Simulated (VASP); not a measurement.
Write the native input for VASP 6.6.1 that does the following.

| Item | Value |
| --- | --- |
| Task | single point |
| Functional | r2SCAN |
| Dispersion | D4 |
| Potentials or basis | VASP PAW PBE potentials, release 64 (Sn_d, Te) |
| Cutoff | 520 eV |
| k mesh | 5 × 5 × 5 |
| Occupations | fermi-dirac, width 0.05 eV |
| Spin | no spin polarisation |
| Dipole correction | no |
| Further INCAR settings | ALGO = Normal; EDIFF = 1e-06; NBANDS = 17 |

The system is SnTe.

```
CELL_PARAMETERS angstrom
0.00000 3.61115 3.53892
3.61115 0.00000 3.53892
3.61115 3.61115 0.00000
ATOMIC_POSITIONS crystal
Sn 0.00000 0.00000 0.00000
Te 0.75000 0.75000 0.75000
```

These files were run (other wordings do the same):

POSCAR

```
SnTe
1.0
    0.0000000000      3.6111460000      3.5389230800
    3.6111460000      0.0000000000      3.5389230800
    3.6111460000      3.6111460000      0.0000000000
Sn Te
1 1
Direct
    0.0000000000      0.0000000000      0.0000000000
    0.7500000000      0.7500000000      0.7500000000
```

INCAR.step1

```
SYSTEM = SnTe
PREC     = Accurate       ! precision mode
ENCUT    = 520            ! plane-wave cutoff, eV
ISMEAR   = -1             ! smearing method
SIGMA    = 0.05           ! smearing width, eV
LREAL    = .False.        ! projectors in reciprocal space
LASPH    = .True.         ! aspherical terms in the spheres
NELM     = 100            ! most SCF steps
NBANDS   = 17             ! bands
GGA      = PE             ! functional
ALGO     = Normal         ! electronic algorithm
EDIFF    = 1E-4           ! SCF threshold, eV
LWAVE    = .True.         ! write WAVECAR
LCHARG   = .False.        ! write CHGCAR
```

INCAR.step2

```
SYSTEM = SnTe
PREC     = Accurate       ! precision mode
ENCUT    = 520            ! plane-wave cutoff, eV
EDIFF    = 1E-6           ! SCF threshold, eV
ISMEAR   = -1             ! smearing method
SIGMA    = 0.05           ! smearing width, eV
LREAL    = .False.        ! projectors in reciprocal space
LASPH    = .True.         ! aspherical terms in the spheres
NELM     = 100            ! most SCF steps
ALGO     = Normal         ! electronic algorithm
ISIF     = 2              ! what is computed and relaxed
LWAVE    = .False.        ! write WAVECAR
LCHARG   = .False.        ! write CHGCAR
METAGGA  = R2SCAN         ! meta-GGA
LMIXTAU  = .True.       
IVDW     = 13             ! dispersion correction
VDW_S6   = 1.0          
VDW_S8   = 0.6018749    
VDW_A1   = 0.51559235   
VDW_A2   = 5.77342911   
NBANDS   = 17             ! bands
ISTART   = 1
```

KPOINTS

```
regular mesh
0
Gamma
  5 5 5
  0 0 0
```

Potentials or basis: VASP PAW PBE potentials, release 64 (Sn_d, Te).

Command:

```console
$ cat potpaw_PBE.64/Sn_d/POTCAR potpaw_PBE.64/Te/POTCAR > POTCAR
$ cp INCAR.step1 INCAR
$ mpirun -np 1 vasp_std > vasp.out
$ cp INCAR.step2 INCAR
$ mpirun -np 1 vasp_std > vasp.out
```

Results of the run:

* Pressure: -0.4 GPa
* Band gap on the k mesh: 0.36 eV, indirect (least direct gap 0.93 eV)
* Dispersion energy per atom: -0.112 eV

Caveat: the PAW data sets were made with another functional, which shifts forces and pressure a little; spin-orbit coupling is left out, which moves the levels of the heavy elements.

It took 64 s on 1 thread of Intel(R) Xeon(R) 6975P-C (Granite Rapids), on a shared host, peak memory 0.25 GiB.
